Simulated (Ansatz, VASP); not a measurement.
# Os: VASP beside Ansatz

```xyz
1
Lattice="2.5566 0.0000 0.0000 0.0000 2.5566 0.0000 0.0000 0.0000 2.5566" Properties=species:S:1:pos:R:3 pbc="T T T"
Os    0.0000    0.0000    0.0000
```

Alike in both runs: task relaxation of cell and atoms; functional PBE; k mesh 22 × 22 × 22; occupations gaussian, width 0.1 eV; no spin polarisation.

|  | VASP | Ansatz |
| --- | --- | --- |
| version | VASP 6.6.1 | Ansatz 0.2.0 |
| potentials or method | VASP PAW PBE potentials, release 64 (Os), cutoff 600 eV | scalar-relativistic, plane waves, PAW |
| valence electrons in the cell | 8 | 16 |

```tsv
	VASP	Ansatz	Ansatz less VASP
gap on the k mesh at the Fermi level, each at its own relaxed structure (eV)	none	none	-
relaxed volume (Å³/atom)	16.70	16.72	+0.013
relaxed length of the cell vector where the two differ most in proportion (Å)	2.556	2.557	+0.0007
```

A gap of «none» marks a metal or a gap that the smearing closes. VASP's potentials hold 8 valence electrons a cell and Ansatz's 16, so a difference there can come from the potentials and not from the codes.

Spin-orbit coupling is off throughout.
